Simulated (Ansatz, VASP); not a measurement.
**ZnS: VASP beside Ansatz**

```
Zn S
1.0
     3.81100    0.00000    0.00000
    -1.90550    3.30042    0.00000
     0.00000    0.00000    6.23400
Zn S
2 2
Direct
  0.33333 0.66667 0.00000
  0.66667 0.33333 0.50000
  0.35494 0.67747 0.38127
  0.68827 0.34414 0.88127
```

Change from the starting cell: all S atoms moved -0.075 Å, as atom 3 towards its neighbour atom 2 (Zn) at 2.314 Å.

Alike in both runs: task single point; functional PBE; k mesh 12 × 12 × 6; occupations fermi-dirac, width 0.02 eV; no spin polarisation.

|  | VASP | Ansatz |
| --- | --- | --- |
| version | VASP 6.6.1 | Ansatz 0.2.0 |
| potentials or method | VASP PAW PBE potentials, release 64 (Zn, S), cutoff 520 eV | scalar-relativistic, plane waves, PAW |
| valence electrons in the cell | 36 | 36 |

```tsv
	VASP	Ansatz	Ansatz less VASP
gap on the k mesh at the Fermi level (eV)	2.22	2.22	-0.005
least direct gap on the mesh (eV)	2.22	2.22	-0.005
pressure (GPa)	2.6	2.4	-0.17
traceless stress, the component that is largest in VASP (GPa)	-0.98	-0.97	+0.013
rms of the force components (eV/Å)	0.312	0.309	-0.0023
```

Atom by atom the forces differ by 0.002 eV/Å (rms over components).
